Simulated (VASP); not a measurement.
A run of VASP 6.6.1 is set up as follows.

Contents of INCAR:

```
SYSTEM = TaAl2N3
PREC = Accurate ; ENCUT = 520
EDIFF = 1E-7 ; ISMEAR = 0
SIGMA = 0.1 ; LREAL = .FALSE.
LASPH = .TRUE. ; NELM = 80
ALGO = Normal ; ISIF = 2
LWAVE = .FALSE. ; LCHARG = .FALSE.
GGA = PE ; NBANDS = 25
```

File KPOINTS:

```
Automatic mesh
0
G
  12 12 14
  0 0 0
```

POSCAR

```
TaAl2N3
1.0
    5.0074685481      0.0000000000      0.0000000000
   -2.5037342741      4.3365949713      0.0000000000
    0.0000000000      0.0000000000      2.7430951208
Ta Al N
1 2 3
Direct
    0.0000000000      0.0000000000      0.0000000000
    0.3333333333      0.6666666667      0.5000000000
    0.6666666667      0.3333333333      0.5000000000
    0.5000000000      0.0000000000      0.0000000000
    0.5000000000      0.5000000000      0.0000000000
    0.0000000000      0.5000000000      0.0000000000
```

Potentials or basis: VASP PAW PBE potentials, release 64 (Ta_pv, Al, N).

Run with:

```sh
$ cat potpaw_PBE.64/Ta_pv/POTCAR potpaw_PBE.64/Al/POTCAR potpaw_PBE.64/N/POTCAR > POTCAR
$ mpirun -np 1 vasp_std > vasp.out
```

Problem. What does it give for the pressure?

Solution. -0.1 GPa.

Problem. What does it give for the band gap on the k mesh?

Solution. Zero (band 16 reaches 9.09 eV, above the bottom of band 17 at 7.62 eV).

Stress tensor (GPa, compression positive):
```
 0.00  0.00  0.00
 0.00  0.00  0.00
 0.00  0.00 -0.21
```

Caveat: spin-orbit coupling is left out, which moves the levels of the heavy elements.
